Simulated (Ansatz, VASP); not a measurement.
## One calculation of In, two programs

The input INCAR:

```
SYSTEM = In
  PREC = Accurate
  ENCUT = 520
  EDIFF = 1E-6
  ISMEAR = -1
  SIGMA = 0.05
  LREAL = .FALSE.
  LASPH = .TRUE.
  NELM = 80
  ALGO = Fast
  ISIF = 2
  LWAVE = .FALSE.
  LCHARG = .FALSE.
  NBANDS = 26
```

KPOINTS

```
regular mesh
0
G
  9 9 9
  0 0 0
```

The input POSCAR:

```
In
1.0
    1.6696368166      0.9639652655      8.2074632500
   -1.6696368166      0.9639652655      8.2074632500
    0.0000000000     -1.9279305310      8.2074632500
In
3
Direct
    0.2219877600      0.2219877600      0.2219877600
    0.7780122400      0.7780122400      0.7780122400
    0.0000000000      0.0000000000      0.0000000000
```

input.yaml

```yaml
crystal:
  lattice:
    - [1.6696368166, 0.9639652655, 8.20746325]
    - [-1.6696368166, 0.9639652655, 8.20746325]
    - [0.0, -1.927930531, 8.20746325]
  atoms:
    - { symbol: In, position: [0.22198776, 0.22198776, 0.22198776] }
    - { symbol: In, position: [0.77801224, 0.77801224, 0.77801224] }
    - { symbol: In, position: [0.0, 0.0, 0.0] }
kpoints:
  mp_grid: { grid: [9, 9, 9] }
scf:
  occupations: { method: fermi_dirac, width: 0.05 }
hamiltonian:
  xc: lda
  pseudopotentials: { kind: all_electron, lapw: { basis_error: 0.002 } }
output:
  forces: true
  stress: true
  eigenvalues: true
```

Alike in both runs: task single point; functional LDA; k mesh 9 × 9 × 9; occupations fermi-dirac, width 0.05 eV; no spin polarisation.

|  | VASP | Ansatz |
| --- | --- | --- |
| version | VASP 6.6.1 | Ansatz 0.2.0 |
| potentials or method | VASP PAW LDA potentials, release 64 (In_d), cutoff 520 eV | all-electron LAPW, scalar-relativistic |

Ansatz gave:

- gap on the k mesh at the Fermi level (eV): none
- pressure (GPa): -2.7
- traceless stress, the component that is largest in VASP (GPa): -0.37
- rms of the force components (eV/Å): 0.016

Q: What did VASP give for the same quantities?

A: gap on the k mesh at the Fermi level (eV): none; pressure (GPa): -2.7; traceless stress, the component that is largest in VASP (GPa): -0.37; rms of the force components (eV/Å): 0.014.

LDA's correlation is that of Perdew and Zunger in VASP and of Perdew and Wang (1992) in Ansatz. Atom by atom the forces differ by 0.001 eV/Å (rms over components). A gap of «none» marks a metal or a gap that the smearing closes. Ansatz ran all-electron here, and VASP with PAW potentials.
